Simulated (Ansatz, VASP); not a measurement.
## Two plane-wave programs on C

The input INCAR:

```
SYSTEM = C
PREC = Accurate ; ENCUT = 600
EDIFF = 1E-7 ; ISMEAR = 0
SIGMA = 0.1 ; LREAL = .FALSE.
LASPH = .TRUE. ; NELM = 80
ALGO = Normal ; ISIF = 3
LWAVE = .FALSE. ; LCHARG = .FALSE.
GGA = PE ; IBRION = 2
NSW = 80 ; EDIFFG = -0.01
```

KPOINTS

```
Automatic mesh
0
G
  6 6 2
  0 0 0
```

The input POSCAR:

```
C
1.0
    1.2280479700     -2.1270618200      0.0000000000
    1.2280479700      2.1270618200      0.0000000000
    0.0000000000      0.0000000000      7.1732677600
C
4
Direct
    0.0833794600      0.9166205400      0.7531376000
    0.5833794600      0.4166205400      0.2468624000
    0.9166205400      0.0833794600      0.2468624000
    0.4166205400      0.5833794600      0.7531376000
```

Input for Ansatz:

```yaml
crystal:
  lattice:
    - [1.22804797, -2.12706182, 0.0]
    - [1.22804797, 2.12706182, 0.0]
    - [0.0, 0.0, 7.17326776]
  atoms:
    - { symbol: C, position: [0.08337946, 0.91662054, 0.7531376] }
    - { symbol: C, position: [0.58337946, 0.41662054, 0.2468624] }
    - { symbol: C, position: [0.91662054, 0.08337946, 0.2468624] }
    - { symbol: C, position: [0.41662054, 0.58337946, 0.7531376] }
basis:
  ecutwfc: 420
kpoints:
  mp_grid: { grid: [6, 6, 2] }
hamiltonian:
  xc: pbe
scf:
  occupations: { method: gaussian, width: 0.1 }
output:
  forces: true
  stress: true
  eigenvalues: true
relax:
  adjacent_minimum: "off"
  f_tol: 0.01
  max_steps: 60
  cell: { stress_tol: 0.05 }
```

Alike in both runs: task relaxation of cell and atoms; functional PBE; k mesh 6 × 6 × 2; occupations gaussian, width 0.1 eV; no spin polarisation.

```csv
,VASP,Ansatz
version,VASP 6.6.1,Ansatz 0.2.0
potentials or method,"VASP PAW PBE potentials, release 64 (C), cutoff 600 eV","scalar-relativistic, plane waves, PAW"
valence electrons in the cell,16,16
```

Ansatz gave:

- gap on the k mesh at the Fermi level, each at its own relaxed structure (eV): 0.08
- relaxed volume (Å³/atom): 10.52
- relaxed cell length with the largest relative difference (Å): 7.979

Q: Estimate VASP's values.

A: gap on the k mesh at the Fermi level, each at its own relaxed structure (eV): 0.02; relaxed volume (Å³/atom): 10.08; relaxed cell length with the largest relative difference (Å): 7.643.

The k mesh is coarse, so the values compare programs but aren't converged.
